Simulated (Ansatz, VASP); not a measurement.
**CdTe in VASP and in Ansatz**

```
CELL_PARAMETERS angstrom
0.00000 3.20500 3.30115
3.20500 0.00000 3.30115
3.20500 3.20500 0.00000
ATOMIC_POSITIONS crystal
Cd 0.00000 0.00000 0.00000
Te 0.75000 0.75000 0.75000
```

Change from the starting cell: strain +0.000 along x and y, +0.030 along z, atoms carried along.

Alike in both runs: task single point; functional PBEsol; k mesh 8 × 8 × 8; occupations gaussian, width 0.05 eV; no spin polarisation.

|  | VASP | Ansatz |
| --- | --- | --- |
| version | VASP 6.6.1 | Ansatz 0.2.0 |
| potentials or method | VASP PAW PBE potentials, release 64 (Cd, Te), cutoff 520 eV | scalar-relativistic, plane waves, PAW |
| valence electrons in the cell | 18 | 36 |

|  | VASP | Ansatz | Ansatz less VASP |
| --- | --- | --- | --- |
| gap on the k mesh at the Fermi level (eV) | 0.64 | 0.63 | -0.003 |
| least direct gap on the mesh (eV) | 0.64 | 0.63 | -0.003 |
| pressure (GPa) | 0.5 | 0.3 | -0.17 |
| traceless stress, the component that is largest in VASP (GPa) | -0.35 | -0.35 | -0.003 |

VASP's potentials were made for PBE, not for PBEsol. With one functional, cell and mesh, what is left measures potentials, basis and numerics. VASP's potentials hold 18 valence electrons a cell and Ansatz's 36, so a difference there can come from the potentials and not from the codes.

Neither program's run includes spin-orbit coupling.
